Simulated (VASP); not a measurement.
ZnS, 2 atoms in the cell. The structure is cubic, space group F-43m (No. 216). The conventional cell has a = 5.299 Å, b = 5.299 Å, c = 5.299 Å, α = 90.00°, β = 90.00°, γ = 90.00°. Zn (site symmetry -43m) has 4 S at 2.29 Å within 3.0 Å. Within 3.0 Å of S (site symmetry -43m) lie 4 Zn at 2.29 Å.  This cell differs from its parent crystal: volume scaled by 0.94.

* Program: VASP 6.6.1
* Task: single point
* Functional: PBE
* Potentials or basis: VASP PAW PBE potentials, release 64 (Zn, S)
* Cutoff: 520 eV
* k mesh: 8 × 8 × 8
* Occupations: fermi-dirac, width 0.01 eV
* Spin: no spin polarisation
* Dipole correction: no
* Further INCAR settings: ALGO = Normal; EDIFF = 1e-06; NBANDS = 16

Potentials or basis: VASP PAW PBE potentials, release 64 (Zn, S).

Command:

```console
$ cat potpaw_PBE.64/Zn/POTCAR potpaw_PBE.64/S/POTCAR > POTCAR
$ mpirun -np 1 vasp_std > vasp.out
```

Hardware: 1 thread of AMD EPYC 9R45 96-Core Processor (Zen 5) (shared host).

**Question.** How long does it take, and how much memory?

**Answer.** Run time: 8.7 s on 1 thread of AMD EPYC 9R45 96-Core Processor (Zen 5), with other jobs on the host, peak memory 0.13 GiB. Counts: scf iterations 12, k points 29.
